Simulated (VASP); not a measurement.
Input of a VASP 6.6.1 run:

Contents of INCAR:

```
  ALGO = Normal
  DIPOL = 0.5 0.5 0.297
  EDIFF = 1E-7
  ENCUT = 520
  GGA = PE
  IDIPOL = 3
  ISIF = 2
  ISMEAR = 0
  LASPH = T
  LCHARG = T
  LDIPOL = T
  LELF = T
  LREAL = Auto
  LVACPOTAV = T
  LVHAR = T
  LWAVE = F
  NBANDS = 44
  NELM = 80
  PREC = Accurate
  SIGMA = 0.1
```

Contents of KPOINTS:

```
k-points
0
Gamma
  5 3 1
```

The input POSCAR:

```
Al9H
1.0
    5.7070863106      0.0000000000      0.0000000000
   -1.4267715776      9.7014842380      0.0000000000
    0.0000000000      0.0000000000     22.7903703519
Al H
18 2
Direct
    0.2662216041      0.0648864163      0.1755127248
    0.7662216041      0.0648864163      0.1755127248
    0.3354806058      0.3419224231      0.2192029854
    0.8354806058      0.3419224231      0.2192029854
    0.1493324061      0.5973296244      0.2279410375
    0.6493324061      0.5973296244      0.2279410375
    0.4631842064      0.8527368258      0.2366790896
    0.9631842065      0.8527368258      0.2366790896
    0.0319772093      0.1277109169      0.2808262502
    0.5319772093      0.1277109169      0.2808262502
    0.0997917601      0.4042231294      0.3301071124
    0.5997917601      0.4042231294      0.3301071124
    0.4144000537      0.6596656514      0.3369822081
    0.9144000537      0.6596656514      0.3369822081
    0.2263076916      0.9110819252      0.3449259130
    0.7263076916      0.9110819252      0.3449259130
    0.2962427243      0.1814072004      0.3857054631
    0.7962427243      0.1814072004      0.3857054631
    0.6062643800      0.3914885899      0.4335326807
    0.6062643800      0.4577756274      0.4335326807
```

Potentials or basis: VASP PAW PBE potentials, release 64 (Al, H).

Launch:

```bash
$ cat potpaw_PBE.64/Al/POTCAR potpaw_PBE.64/H/POTCAR > POTCAR
$ mpirun -np 1 vasp_std > vasp.out
```

(1) What does it give for the band gap on the k mesh?

(2) Estimate the largest force.

Answers

(1) zero (bands 28 and 29 overlap by 0.71 eV).

(2) 5.397 eV/Å.
